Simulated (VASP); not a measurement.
# SnO (Pmn2_1) in VASP: settings compared

Aim: see how the results for SnO move with the level of theory and the settings. Levels: r2SCAN, PBEsol. Tasks: single point.

All numbers are computed with VASP 6.6.1; they aren't measurements. Logs are shortened: lines on timing, memory, paths and dates and some standing lists are left out, and cuts for length are marked.

## (1) The cell of the first run

It takes space group Pmn2_1 (No. 31, orthorhombic). The conventional cell has a = 3.355 Å, b = 5.674 Å, c = 4.222 Å, α = 90.00°, β = 90.00°, γ = 90.00°. Sn (site symmetry m) has 3 O at 2.15 to 2.16 Å within 2.8 Å. O (site symmetry m) has 3 Sn at 2.15 to 2.16 Å within 2.8 Å.

## (2) Single point, r2SCAN

POSCAR

```
SnO
1.0
    3.3550050000      0.0000000000      0.0000000000
    0.0000000000      5.6741040000      0.0000000000
    0.0000000000      0.0000000000      4.2219700000
Sn O
2 2
Direct
    0.5000000000      0.7680910000      0.0131440000
    0.0000000000      0.2319090000      0.5131440000
    0.5000000000      0.1087500000      0.2368570000
    0.0000000000      0.8912500000      0.7368570000
```

INCAR.step1

```
SYSTEM = SnO
ALGO = Normal
EDIFF = 1E-4
ENCUT = 520
GGA = PE
ISMEAR = -1
LASPH = .TRUE.
LCHARG = .FALSE.
LREAL = .FALSE.
LWAVE = .TRUE.
NBANDS = 28
NELM = 100
PREC = Accurate
SIGMA = 0.05
```

INCAR.step2

```
SYSTEM = SnO
ALGO = Normal
EDIFF = 1E-7
ENCUT = 520
ISIF = 2
ISMEAR = -1
ISTART = 1
LASPH = .TRUE.
LCHARG = .FALSE.
LMIXTAU = .TRUE.
LREAL = .FALSE.
LWAVE = .FALSE.
METAGGA = R2SCAN
NBANDS = 28
NELM = 100
PREC = Accurate
SIGMA = 0.05
```

KPOINTS

```
k-points
0
G
  5 3 4
  0 0 0
```

Potentials or basis: VASP PAW PBE potentials, release 64 (Sn_d, O).

The run is started by

```bash
> cat potpaw_PBE.64/Sn_d/POTCAR potpaw_PBE.64/O/POTCAR > POTCAR
> cp INCAR.step1 INCAR
> mpirun -np 1 vasp_std > vasp.out
> cp INCAR.step2 INCAR
> mpirun -np 1 vasp_std > vasp.out
```

OUTCAR:

```text
SYSTEM = SnO
   EDIFF = 1E-7
   ENCUT = 520
   ISIF = 2
   ISMEAR = -1
   ISTART = 1
   LASPH = .TRUE.
   LREAL = .FALSE.
   METAGGA = R2SCAN
   NELM = 100
   PREC = Accurate

 ion  position               nearest neighbor table
   1  0.500  0.768  0.013-   3 2.15   4 2.16   4 2.16
   2  0.000  0.232  0.513-   4 2.15   3 2.16   3 2.16
   3  0.500  0.109  0.237-   1 2.15   2 2.16   2 2.16
   4  0.000  0.891  0.737-   2 2.15   1 2.16   1 2.16

  LATTYP: Found a simple orthorhombic cell.
 ALAT       =     3.3550050000
 B/A-ratio  =     1.2584094510
 C/A-ratio  =     1.6912356315

  Lattice vectors:

 A1 = (  -3.3550050000,   0.0000000000,   0.0000000000)
 A2 = (   0.0000000000,   0.0000000000,   4.2219700000)
 A3 = (   0.0000000000,   5.6741040000,   0.0000000000)

Analysis of symmetry for initial positions (statically):
=====================================================================
 Subroutine PRICEL returns:
 Original cell was already a primitive cell.

 Routine SETGRP: Setting up the symmetry group for a
 simple orthorhombic supercell.

 Subroutine GETGRP returns: Found  4 space group operations
 (whereof  2 operations were pure point group operations)
 out of a pool of  8 trial point group operations.

The static configuration has the point symmetry C_1h.
 The point group associated with its full space group is C_2v.

Analysis of symmetry for dynamics (positions and initial velocities):
=====================================================================
 Subroutine PRICEL returns:
 Original cell was already a primitive cell.

 Routine SETGRP: Setting up the symmetry group for a
 simple orthorhombic supercell.

 Subroutine GETGRP returns: Found  4 space group operations
 (whereof  2 operations were pure point group operations)
 out of a pool of  8 trial point group operations.

The dynamic configuration has the point symmetry C_1h.
 The point group associated with its full space group is C_2v.

 Subroutine INISYM returns: Found  4 space group operations
 (whereof  2 operations are pure point group operations),
 and found     1 'primitive' translations

----------------------------------------------------------------------------------------

                                     Primitive cell

  volume of cell :      80.3722

  direct lattice vectors                    reciprocal lattice vectors
     3.355005000  0.000000000  0.000000000     0.298062149  0.000000000  0.000000000
     0.000000000  5.674104000  0.000000000     0.000000000  0.176239279  0.000000000
     0.000000000  0.000000000  4.221970000     0.000000000  0.000000000  0.236856254

  length of vectors
     3.355005000  5.674104000  4.221970000     0.298062149  0.176239279  0.236856254

  position of ions in fractional coordinates (direct lattice)
     0.500000000  0.768091000  0.013144000
     0.000000000  0.231909000  0.513144000
     0.500000000  0.108750000  0.236857000
     0.000000000  0.891250000  0.736857000

  ion indices of the primitive-cell ions
   primitive index   ion index
                 1           1
                 2           2
                 3           3
                 4           4

----------------------------------------------------------------------------------------

 KPOINTS: k-points

Automatic generation of k-mesh.
 Grid dimensions read from file:
 generate k-points for:    5    3    4

 Generating k-lattice:

  Cartesian coordinates                     Fractional coordinates (reciprocal lattice)
     0.059612430  0.000000000  0.000000000     0.200000000  0.000000000  0.000000000
     0.000000000  0.058746426  0.000000000     0.000000000  0.333333333  0.000000000
     0.000000000  0.000000000  0.059214064     0.000000000  0.000000000  0.250000000

  Length of vectors
     0.059612430  0.058746426  0.059214064

  Shift w.r.t. Gamma in fractional coordinates (k-lattice)
     0.000000000  0.000000000  0.000000000

 Subroutine IBZKPT returns following result:
 ===========================================

 Found     18 irreducible k-points:

 Following reciprocal coordinates:
            Coordinates               Weight
  0.000000  0.000000  0.000000      1.000000
  0.200000  0.000000  0.000000      2.000000
  0.400000  0.000000  0.000000      2.000000
  0.000000  0.333333  0.000000      2.000000
  0.200000  0.333333  0.000000      4.000000
  0.400000  0.333333  0.000000      4.000000
[... 10 lines left out ...]
  0.200000  0.333333  0.500000      4.000000
  0.400000  0.333333  0.500000      4.000000
   k-points           NKPTS =     18   k-points in BZ     NKDIM =     18   number of bands    NBANDS=     28
   number of dos      NEDOS =    301   number of ions     NIONS =      4
   total plane-waves  NPLWV =  37632
   dimension x,y,z NGX =    28 NGY =   42 NGZ =   32
   dimension x,y,z NGXF=    56 NGYF=   84 NGZF=   64
   ions per type =               2   2
   NGX,Y,Z   is equivalent  to a cutoff of  13.87, 12.31, 12.60 a.u.
   NGXF,Y,Z  is equivalent  to a cutoff of  27.75, 24.61, 25.20 a.u.
 SYSTEM =  SnO
   PREC   = accura    normal or accurate (medium, high low for compatibility)
   ISTART =      1    job   : 0-new  1-cont  2-samecut
   ICHARG =      0    charge: 1-file 2-atom 10-const
   ISPIN  =      1    spin polarized calculation?
   LNONCOLLINEAR =      F non collinear calculations
   LSORBIT =      F    spin-orbit coupling
   LASPH  =      T    aspherical Exc in radial PAW
   ENCUT  =  520.0 eV  38.22 Ry    6.18 a.u.   6.24 10.55  7.85*2*pi/ulx,y,z
   NELM   =    100;   NELMIN=  2; NELMDL=  0     # of ELM steps
   EDIFF  = 0.1E-06   stopping-criterion for ELM
   LREAL  =      F    real-space projection
   EDIFFG = 0.1E-05   stopping-criterion for IOM
   NSW    =      0    number of steps for IOM
   IBRION =     -1    ionic relax: 0-MD 1-quasi-New 2-CG
   NFREE  =      0    steps in history (QN), initial steepest desc. (CG)
   ISIF   =      2    stress and relaxation
   ISYM   =      2    0-nonsym 1-usesym 2-fastsym
   POTIM  = 0.5000    time-step for ionic-motion
   TEBEG  =    0.0;   TEEND  =   0.0 temperature during run
   PSTRESS=    0.0 pullay stress
   NELECT =      40.0000    total number of electrons
   NUPDOWN=      -1.0000    fix difference up-down
   EMIN   =  10.00;   EMAX   =-10.00  energy-range for DOS
   EFERMI =   0.00;   METHOD = LEGACY
   ISMEAR =    -1;   SIGMA  =   0.05  broadening in eV -4-tet -1-fermi 0-gaus
   EFERMI_NEDOS =   21; number of points for ismear=-14 and -15
   IALGO  =     38    algorithm
   IMIX   =      4    mixing-type and parameters
     AMIX     =   0.40;   BMIX     =  1.00
     AMIX_MAG =   1.60;   BMIX_MAG =  1.00
  volume/ion in A,a.u.               =      20.09       135.59
  Fermi-wavevector in a.u.,A,eV,Ry     =   1.297357  2.451650 22.900458  1.683136
  Thomas-Fermi vector in A             =   2.428755
   LORBIT       =      0    0 simple, 1 ext, 2 COOP (PROOUT), +10 PAW based schemes
   METAGGA = R2SCAN    functional components
   LHFCALC =     F    Hartree Fock is set to
   AEXX    =    0.0000 exact exchange contribution
   IVDW    =     0    specifies the selected vdW correction
   LEPSILON=     F    determine dielectric tensor
   LRPA    =     F    only Hartree local field effects (RPA)
 non-spin polarized calculation
  energy-cutoff  :      520.00
  volume of cell :       80.37
 maximum number of plane-waves:      2178
 NGX is ok and might be reduce to    28
   NGX = 13   NGY = 21   NGZ = 15

 number of electron      39.9999992 magnetization

 Free energy of the ion-electron system (eV)
  ---------------------------------------------------
  ext. energy  EPLUGINS =         0.00000000
  ---------------------------------------------------
  free energy    TOTEN  =       -66.55535167 eV

  energy without entropy =      -66.55535167  energy(sigma->0) =      -66.55535167

 E-fermi :   5.5662     XC(G=0): -10.1351

 val. band max:        4.6280756085   @ k =   0.0000   0.0000   0.0000
 cond. band min:       6.5366977480   @ k =   0.4000   0.3333   0.0000
 fundamental gap:      1.9086221396
 Fermi energy:         5.5662414437

 k-point     1 :       0.0000    0.0000    0.0000
  band No.  band energies     occupation
      1     -17.3072      2.00000
      2     -16.8874      2.00000
      3     -16.7785      2.00000
      4     -16.7688      2.00000
      5     -16.7403      2.00000
      6     -16.6968      2.00000
[... 20 lines left out ...]
     27      14.0671      0.00000
     28      14.6873      0.00000

 k-point     2 :       0.2000    0.0000    0.0000
  band No.  band energies     occupation
      1     -17.2973      2.00000
      2     -16.9595      2.00000
      3     -16.8033      2.00000
      4     -16.7667      2.00000
      5     -16.7450      2.00000
      6     -16.6979      2.00000
[... 20 lines left out ...]
     27      13.8993      0.00000
     28      14.8556      0.00000

 k-point     3 :       0.4000    0.0000    0.0000
  band No.  band energies     occupation
      1     -17.2891      2.00000
      2     -17.1931      2.00000
      3     -16.7601      2.00000
      4     -16.7464      2.00000
      5     -16.7090      2.00000
      6     -16.7037      2.00000
[... 20 lines left out ...]
     27      13.7408      0.00000
     28      15.0838      0.00000

 k-point     4 :       0.0000    0.3333    0.0000
  band No.  band energies     occupation
      1     -17.3008      2.00000
      2     -16.8910      2.00000
      3     -16.7733      2.00000
      4     -16.7663      2.00000
      5     -16.7427      2.00000
      6     -16.7034      2.00000
[... 392 lines left out ...]
     27      15.8193      0.00000
     28      15.8193      0.00000

 k-point    17 :       0.2000    0.3333    0.5000
  band No.  band energies     occupation
      1     -17.1718      2.00000
      2     -17.1718      2.00000
      3     -16.7849      2.00000
      4     -16.7849      2.00000
      5     -16.7243      2.00000
      6     -16.7243      2.00000
[... 20 lines left out ...]
     27      15.5658      0.00000
     28      15.5658      0.00000

 k-point    18 :       0.4000    0.3333    0.5000
  band No.  band energies     occupation
      1     -17.2657      2.00000
      2     -17.2657      2.00000
      3     -16.7720      2.00000
      4     -16.7720      2.00000
      5     -16.6937      2.00000
      6     -16.6937      2.00000
[... 20 lines left out ...]
     27      14.9551      0.00000
     28      14.9551      0.00000

------------------------ aborting loop because EDIFF is reached ----------------------------------------

  FORCE on cell =-STRESS in cart. coord.  units (eV):
  Direction    XX          YY          ZZ          XY          YZ          ZX
  --------------------------------------------------------------------------------------
  -------------------------------------------------------------------------------------
  Total       -1.7059438     -1.0123456     -1.1899692      0.0000000      0.0000000      0.0000000
  in kB      -34.0071077    -20.1805871    -23.7214207      0.0000000      0.0000000      0.0000000
  external PRESSURE =     -25.9697052 kB  Pullay stress =       0.0000000 kB

 VOLUME and BASIS-vectors are now :
 -----------------------------------------------------------------------------
  energy-cutoff  :      520.00
  volume of cell :       80.37
      direct lattice vectors                 reciprocal lattice vectors
     3.355005000  0.000000000  0.000000000     0.298062149  0.000000000  0.000000000
     0.000000000  5.674104000  0.000000000     0.000000000  0.176239279  0.000000000
     0.000000000  0.000000000  4.221970000     0.000000000  0.000000000  0.236856254

 POSITION                                       TOTAL-FORCE (eV/Angst)
 -----------------------------------------------------------------------------------
      1.67750      4.35823      0.05549         0.000000      0.487891     -0.158052
      0.00000      1.31588      2.16648         0.000000     -0.487891     -0.158052
      1.67750      0.61706      1.00000         0.000000     -0.193998      0.158052
      0.00000      5.05705      3.11099         0.000000      0.193998      0.158052
 -----------------------------------------------------------------------------------
    total drift:                                0.000000      0.000000     -0.005381

  FREE ENERGIE OF THE ION-ELECTRON SYSTEM (eV)
  ---------------------------------------------------
  free  energy   TOTEN  =       -66.5553516716 eV

  energy  without entropy=      -66.5553516706  energy(sigma->0) =      -66.55535167
```

Wall time 1.9 min (1 thread of Intel Xeon Platinum 8488C (Sapphire Rapids), shared host); peak memory 0.21 GiB.

What came out:

```yaml
Free_energy: -66.5554 eV
Pressure: -2.6 GPa
Largest_force: 0.513 eV/Å
Band_gap_on_the_k_mesh: 1.91 eV, indirect (least direct gap 2.49 eV)
```

Forces on the atoms (eV/Å):
```
Sn   0.000  0.488 -0.158
Sn   0.000 -0.488 -0.158
O    0.000 -0.194  0.158
O    0.000  0.194  0.158
```

Stress tensor (GPa, compression positive):
```
-3.40  0.00  0.00
 0.00 -2.02  0.00
 0.00  0.00 -2.37
```

Levels at points of the mesh, in eV from the valence-band top:
```tsv
k point	band 17	band 18	band 19	band 20	band 21	band 22	band 23	band 24
(0.00, 0.00, 0.00)	-3.66	-2.79	-2.20	0.00	3.03	3.60	6.36	6.41
(0.00, 0.00, 0.50)	-3.36	-3.36	-1.75	-1.75	3.07	3.07	5.70	5.70
```

Caveat: the PAW data sets were made with another functional, which shifts forces and pressure a little; spin-orbit coupling is left out, which moves the levels of the heavy elements.

## (3) Single point, PBEsol

INCAR

```
PREC = Accurate ; ENCUT = 520
EDIFF = 1E-6 ; ISMEAR = -1
SIGMA = 0.05 ; LREAL = F
LASPH = T ; NELM = 100
ALGO = Normal ; ISIF = 2
LWAVE = F ; LCHARG = F
GGA = PS ; NBANDS = 28
```

KPOINTS

```
regular mesh
0
Gamma
  8 5 6
```

POSCAR is that of step 2.

Potentials or basis: VASP PAW PBE potentials, release 64 (Sn_d, O).

The run is started by

```bash
> cat potpaw_PBE.64/Sn_d/POTCAR potpaw_PBE.64/O/POTCAR > POTCAR
> mpirun -np 1 vasp_std > vasp.out
```

Wall time 70 s (1 thread of Intel Xeon Platinum 8488C (Sapphire Rapids), shared host); peak memory 0.25 GiB.

Results (log left out):

```yaml
Free_energy: -23.7959 eV
Pressure: -2.9 GPa
Largest_force: 0.349 eV/Å
Band_gap_on_the_k_mesh: 1.42 eV, indirect (least direct gap 2.01 eV)
```

Forces on the atoms (eV/Å):
```
Sn   0.000  0.335 -0.098
Sn   0.000 -0.335 -0.098
O    0.000 -0.122  0.098
O    0.000  0.122  0.098
```

Stress tensor (GPa, compression positive):
```
-3.50  0.00  0.00
 0.00 -2.58  0.00
 0.00  0.00 -2.55
```

Levels at points of the mesh, in eV from the valence-band top:
```tsv
k point	band 17	band 18	band 19	band 20	band 21	band 22	band 23	band 24
(0.00, 0.00, 0.00)	-3.50	-2.64	-2.05	0.00	2.61	3.10	5.81	5.86
(0.50, 0.00, 0.00)	-2.58	-2.58	-1.25	-1.25	2.53	2.53	5.48	5.48
(0.00, 0.00, 0.50)	-3.20	-3.20	-1.66	-1.66	2.61	2.61	5.17	5.17
(0.50, 0.00, 0.50)	-3.15	-3.15	-1.08	-1.08	2.06	2.06	4.55	4.55
```

Caveat: the PAW data sets were made with another functional, which shifts forces and pressure a little; spin-orbit coupling is left out, which moves the levels of the heavy elements. PBEsol gaps usually lie below the measured ones, often by a third to a half.
